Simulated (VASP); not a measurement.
# HfN (F-43m) in VASP: a series of runs

Runs on HfN. Level: PBEsol+D3(BJ). Tasks: single point.

Program: VASP 6.6.1. These are calculated values, not measurements. Logs are shortened: lines on timing, memory, paths and dates and some standing lists are left out, and cuts for length are marked.

## Step 1: The cell of the first run

It takes space group F-43m (No. 216, cubic). The conventional cell has a = 4.910 Å, b = 4.910 Å, c = 4.910 Å, α = 90.00°, β = 90.00°, γ = 90.00°. Within 2.8 Å of Hf (site symmetry -43m) lie 4 N at 2.13 Å. Within 2.8 Å of N (site symmetry -43m) lie 4 Hf at 2.13 Å.

## Step 2: Single point, PBEsol+D3(BJ)

INCAR

```
SYSTEM = HfN
  PREC = Accurate
  ENCUT = 520
  EDIFF = 1E-6
  ISMEAR = -1
  SIGMA = 0.05
  LREAL = .FALSE.
  LASPH = .TRUE.
  NELM = 60
  ALGO = Normal
  ISIF = 2
  LWAVE = .FALSE.
  LCHARG = .FALSE.
  GGA = PS
  IVDW = 12
  NBANDS = 14
```

KPOINTS

```
Automatic mesh
0
G
  10 10 10
  0 0 0
```

POSCAR

```
HfN
1.0
    0.0000000000      2.4548220000      2.4548220000
    2.4548220000      0.0000000000      2.4548220000
    2.4548220000      2.4548220000      0.0000000000
Hf N
1 1
Direct
    0.0000000000      0.0000000000      0.0000000000
    0.7500000000      0.7500000000      0.7500000000
```

Potentials or basis: VASP PAW PBE potentials, release 64 (Hf_pv, N).

Run with:

```bash
$ cat potpaw_PBE.64/Hf_pv/POTCAR potpaw_PBE.64/N/POTCAR > POTCAR
$ mpirun -np 1 vasp_std > vasp.out
```

OUTCAR:

```text
SYSTEM = HfN
   PREC = Accurate
   ENCUT = 520
   EDIFF = 1E-6
   ISMEAR = -1
   LREAL = .FALSE.
   LASPH = .TRUE.
   NELM = 60
   ISIF = 2
   GGA = PS
   IVDW = 12
 IVDW          = 12

 ion  position               nearest neighbor table
   1  0.000  0.000  0.000-   2 2.13   2 2.13   2 2.13   2 2.13
   2  0.750  0.750  0.750-   1 2.13   1 2.13   1 2.13   1 2.13

  LATTYP: Found a face centered cubic cell.
 ALAT       =     4.9096440000

  Lattice vectors:

 A1 = (   0.0000000000,   2.4548220000,   2.4548220000)
 A2 = (   2.4548220000,   0.0000000000,   2.4548220000)
 A3 = (   2.4548220000,   2.4548220000,   0.0000000000)

Analysis of symmetry for initial positions (statically):
=====================================================================
 Subroutine PRICEL returns:
 Original cell was already a primitive cell.

 Routine SETGRP: Setting up the symmetry group for a
 face centered cubic supercell.

 Subroutine GETGRP returns: Found 24 space group operations
 (whereof 24 operations were pure point group operations)
 out of a pool of 48 trial point group operations.

The static configuration has the point symmetry T_d .

Analysis of symmetry for dynamics (positions and initial velocities):
=====================================================================
 Subroutine PRICEL returns:
 Original cell was already a primitive cell.

 Routine SETGRP: Setting up the symmetry group for a
 face centered cubic supercell.

 Subroutine GETGRP returns: Found 24 space group operations
 (whereof 24 operations were pure point group operations)
 out of a pool of 48 trial point group operations.

The dynamic configuration has the point symmetry T_d .

 Subroutine INISYM returns: Found 24 space group operations
 (whereof 24 operations are pure point group operations),
 and found     1 'primitive' translations

----------------------------------------------------------------------------------------

                                     Primitive cell

  volume of cell :      29.5863

  direct lattice vectors                    reciprocal lattice vectors
     0.000000000  2.454822000  2.454822000    -0.203680756  0.203680756  0.203680756
     2.454822000  0.000000000  2.454822000     0.203680756 -0.203680756  0.203680756
     2.454822000  2.454822000  0.000000000     0.203680756  0.203680756 -0.203680756

  length of vectors
     3.471642566  3.471642566  3.471642566     0.352785417  0.352785417  0.352785417

  position of ions in fractional coordinates (direct lattice)
     0.000000000  0.000000000  0.000000000
     0.750000000  0.750000000  0.750000000
[... 89 lines left out ...]
   NUPDOWN=      -1.0000    fix difference up-down
   EMIN   =  10.00;   EMAX   =-10.00  energy-range for DOS
   EFERMI =   0.00;   METHOD = LEGACY
   ISMEAR =    -1;   SIGMA  =   0.05  broadening in eV -4-tet -1-fermi 0-gaus
   EFERMI_NEDOS =   21; number of points for ismear=-14 and -15
   IALGO  =     38    algorithm
   IMIX   =      4    mixing-type and parameters
     AMIX     =   0.40;   BMIX     =  1.00
     AMIX_MAG =   1.60;   BMIX_MAG =  1.00
  volume/ion in A,a.u.               =      14.79        99.83
  Fermi-wavevector in a.u.,A,eV,Ry     =   1.305395  2.466839 23.185087  1.704056
  Thomas-Fermi vector in A             =   2.436267
   LORBIT       =      0    0 simple, 1 ext, 2 COOP (PROOUT), +10 PAW based schemes
   GGA     = PS    functional components
   LHFCALC =     F    Hartree Fock is set to
   AEXX    =    0.0000 exact exchange contribution
   IVDW    =    12    specifies the selected vdW correction
   LEPSILON=     F    determine dielectric tensor
   LRPA    =     F    only Hartree local field effects (RPA)
 non-spin polarized calculation
  energy-cutoff  :      520.00
  volume of cell :       29.59
 maximum number of plane-waves:       821
 NGX is ok and might be reduce to    28
   NGX = 13   NGY = 13   NGZ = 13

 number of electron      15.0000001 magnetization

 Free energy of the ion-electron system (eV)
  ---------------------------------------------------
  ext. energy  EPLUGINS =         0.00000000
  ---------------------------------------------------
  free energy    TOTEN  =       -22.25662017 eV

  energy without entropy =      -22.25193766  energy(sigma->0) =      -22.25427891

 E-fermi :   5.5742     XC(G=0): -11.3975

 val. band max:        5.5711620578   @ k =   0.1000   0.1000   0.0000
 cond. band min:       5.6537751418   @ k =   0.4000   0.2000   0.0000
 fundamental gap:      0.0826130840
 Fermi energy:         5.5742169169

 k-point     1 :       0.0000    0.0000    0.0000
  band No.  band energies     occupation
      1     -25.4587      2.00000
      2     -25.4587      2.00000
      3     -25.4587      2.00000
      4     -10.4982      2.00000
      5       0.1488      2.00000
      6       0.1488      2.00000
      7       0.1488      2.00000
      8       4.8704      2.00000
      9       7.8026      0.00000
     10       7.8026      0.00000
     11      12.1868      0.00000
     12      12.1868      0.00000
     13      12.1868      0.00000
     14      17.9050      0.00000
[... 377 lines left out ...]
      1     -25.8391      2.00000
      2     -25.5963      2.00000
      3     -25.5819      2.00000
      4      -9.2715      2.00000
      5      -1.1374      2.00000
      6       1.3891      2.00000
      7       1.4601      2.00000
      8       4.8195      2.00000
      9       8.3304      0.00000
     10       9.0826      0.00000
     11      11.0447      0.00000
     12      11.4516      0.00000
     13      12.4395      0.00000
     14      16.6563      0.00000

 [... further k-points ...]

------------------------ aborting loop because EDIFF is reached ----------------------------------------

 Edisp (eV)   -0.60274

 E8    (eV) :    -0.4228

  FORCE on cell =-STRESS in cart. coord.  units (eV):
  Direction    XX          YY          ZZ          XY          YZ          ZX
  --------------------------------------------------------------------------------------
  -------------------------------------------------------------------------------------
  Total      -1.69274    -1.69274    -1.69274    -0.00000     0.00000    -0.00000
  in kB     -91.66660   -91.66660   -91.66660    -0.00000     0.00000    -0.00000
  external pressure =      -91.67 kB  Pullay stress =        0.00 kB

 VOLUME and BASIS-vectors are now :
 -----------------------------------------------------------------------------
  energy-cutoff  :      520.00
  volume of cell :       29.59
      direct lattice vectors                 reciprocal lattice vectors
     0.000000000  2.454822000  2.454822000    -0.203680756  0.203680756  0.203680756
     2.454822000  0.000000000  2.454822000     0.203680756 -0.203680756  0.203680756
     2.454822000  2.454822000  0.000000000     0.203680756  0.203680756 -0.203680756

 POSITION                                       TOTAL-FORCE (eV/Angst)
 -----------------------------------------------------------------------------------
      0.00000      0.00000      0.00000        -0.000000      0.000000      0.000000
      3.68223      3.68223      3.68223         0.000000     -0.000000     -0.000000
 -----------------------------------------------------------------------------------
    total drift:                                0.000000      0.000000      0.000000

  FREE ENERGIE OF THE ION-ELECTRON SYSTEM (eV)
  ---------------------------------------------------
  free  energy   TOTEN  =       -22.8593605729 eV

  energy  without entropy=      -22.8546780663  energy(sigma->0) =      -22.85701932
```

OSZICAR:

```text
N       E                     dE             d eps       ncg     rms          rms(c)
DAV:   1     0.407891833806E+02    0.40789E+02   -0.78348E+03  1316   0.981E+02
DAV:   2    -0.232265997943E+02   -0.64016E+02   -0.60226E+02  1754   0.233E+02
DAV:   3    -0.255595564780E+02   -0.23330E+01   -0.23239E+01  1520   0.370E+01
DAV:   4    -0.255729316145E+02   -0.13375E-01   -0.13374E-01  1580   0.330E+00
DAV:   5    -0.255730609660E+02   -0.12935E-03   -0.12935E-03  1526   0.293E-01    0.544E+01
DAV:   6    -0.224083139933E+02    0.31647E+01   -0.11744E+01  1424   0.235E+01    0.394E+01
DAV:   7    -0.222860635236E+02    0.12225E+00   -0.69133E-01  1412   0.730E+00    0.246E+01
DAV:   8    -0.222646091823E+02    0.21454E-01   -0.11033E-01  1544   0.293E+00    0.628E+00
DAV:   9    -0.222568258559E+02    0.77833E-02   -0.21160E-02  1484   0.109E+00    0.176E+00
DAV:  10    -0.222566698281E+02    0.15603E-03   -0.16431E-03  1574   0.359E-01    0.356E-01
DAV:  11    -0.222566226675E+02    0.47161E-04   -0.13784E-04  1550   0.108E-01    0.878E-02
DAV:  12    -0.222566202687E+02    0.23988E-05   -0.21598E-05  1670   0.359E-02    0.231E-02
DAV:  13    -0.222566201682E+02    0.10045E-06   -0.81811E-07   958   0.871E-03
   1 F= -.22859361E+02 E0= -.22857019E+02  d E =-.468251E-02
```

Run time: 14 s. Hardware: 1 thread of AMD EPYC 9R14 (Zen 4), shared host; peak memory 0.15 GiB.

What came out:

```yaml
Free_energy: -22.8594 eV
Pressure: -9.2 GPa
Dispersion_energy_per_atom: -0.301 eV
```

Caveat: three body term missing; the PAW data sets were made with another functional, which shifts forces and pressure a little; spin-orbit coupling is left out, which moves the levels of the heavy elements; pairwise dispersion overbinds metals, which lowers pressure and volume.

## Step 3: Single point, PBEsol+D3(BJ)

INCAR

```
PREC     = Accurate       # precision mode
ENCUT    = 520            # plane-wave cutoff, eV
EDIFF    = 1E-6           # SCF threshold, eV
ISMEAR   = -1             # smearing method
SIGMA    = 0.05           # smearing width, eV
LREAL    = F              # projectors in reciprocal space
LASPH    = T              # aspherical terms in the spheres
NELM     = 60             # most SCF steps
ALGO     = Normal         # electronic algorithm
ISIF     = 2              # what is computed and relaxed
LWAVE    = F              # write WAVECAR
LCHARG   = F              # write CHGCAR
GGA      = PS             # functional
IVDW     = 12             # dispersion correction
NBANDS   = 14             # bands
```

KPOINTS

```
regular mesh
0
Gamma
  10 10 10
```

POSCAR is that of step 2.

Potentials or basis: VASP PAW PBE potentials, release 64 (Hf_pv, N).

Run with:

```bash
$ cat potpaw_PBE.64/Hf_pv/POTCAR potpaw_PBE.64/N/POTCAR > POTCAR
$ mpirun -np 1 vasp_std > vasp.out
```

Run time: 13 s. Hardware: 1 thread of AMD EPYC 9R14 (Zen 4), shared host; peak memory 0.15 GiB.

It converged, with:

```yaml
Free_energy: -22.8594 eV
Pressure: -9.2 GPa
Dispersion_energy_per_atom: -0.301 eV
```

Levels at points of the mesh, in eV from the Fermi level:
| k point | band 6 | band 7 | band 8 | band 9 | band 10 | band 11 |
| --- | --- | --- | --- | --- | --- | --- |
| (0.00, 0.00, 0.00) | -5.43 | -5.43 | -0.70 | 2.23 | 2.23 | 6.61 |
| (0.50, 0.00, 0.00) | -4.84 | -4.84 | 1.57 | 2.73 | 2.73 | 4.20 |
| (0.50, 0.50, 0.00) | -3.57 | -3.57 | -1.11 | 2.17 | 4.03 | 4.67 |

Caveat: three body term missing; the PAW data sets were made with another functional, which shifts forces and pressure a little; spin-orbit coupling is left out, which moves the levels of the heavy elements; pairwise dispersion overbinds metals, which lowers pressure and volume.
